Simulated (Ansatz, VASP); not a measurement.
TlCl: VASP beside Ansatz

Contents of POSCAR:

```
TlCl
1.0
    3.8388256226      0.0000000000      0.0000000000
    0.0000000000      3.8388256226      0.0000000000
    0.0000000000      0.0000000000      3.8388256226
Tl Cl
1 1
Direct
    0.0000000000      0.0000000000      0.0000000000
    0.5000000000      0.5000000000      0.5000000000
```

The input INCAR.step1:

```
  PREC = Accurate
  ENCUT = 400
  EDIFF = 1E-5
  ISMEAR = -1
  SIGMA = 0.001
  LREAL = False
  LASPH = True
  NELM = 120
  ALGO = Normal
  ISIF = 2
  LWAVE = True
  LCHARG = False
  GGA = PE
  NBANDS = 17
  GGA_COMPAT = False
```

INCAR.step2

```
  PREC = Accurate
  ENCUT = 400
  EDIFF = 1E-6
  ISMEAR = -1
  SIGMA = 0.001
  LREAL = False
  LASPH = True
  NELM = 120
  ALGO = Normal
  ISIF = 2
  LWAVE = False
  LCHARG = False
  GGA = PE
  LHFCALC = True
  HFSCREEN = 0.2079
  PRECFOCK = Normal
  ISTART = 1
  NBANDS = 17
  GGA_COMPAT = False
```

The input KPOINTS:

```
regular mesh
0
Gamma
  4 4 4
```

Input for Ansatz:

```yaml
crystal:
  lattice:
    - [3.8388256226, 0.0, 0.0]
    - [0.0, 3.8388256226, 0.0]
    - [0.0, 0.0, 3.8388256226]
  atoms:
    - { symbol: Tl, position: [0.0, 0.0, 0.0] }
    - { symbol: Cl, position: [0.5, 0.5, 0.5] }
kpoints:
  mp_grid: { grid: [4, 4, 4] }
hamiltonian:
  xc: hse06
scf:
  occupations: { method: fermi_dirac, width: 0.001 }
  n_extra_bands: 4
output:
  forces: true
  stress: true
  eigenvalues: true
```

Alike in both runs: task single point; functional HSE06; k mesh 4 × 4 × 4; occupations fermi-dirac, width 0.001 eV; no spin polarisation.

|  | VASP | Ansatz |
| --- | --- | --- |
| version | VASP 6.6.1 | Ansatz 0.2.0 |
| potentials or method | VASP PAW PBE potentials, release 64 (Tl_d, Cl) | plane waves |
| plane-wave cutoff (eV) | 400 | 420 |
| valence electrons in the cell | 20 | 20 |

|  | VASP | Ansatz | Ansatz less VASP |
| --- | --- | --- | --- |
| gap on the k mesh at the Fermi level (eV) | 2.85 | 2.85 | -0.005 |
| pressure (GPa) | 0.8 | 0.9 | +0.11 |

Ansatz's warnings: stress exchange threshold loose, stress scf threshold loose.

Spin-orbit coupling is off throughout.
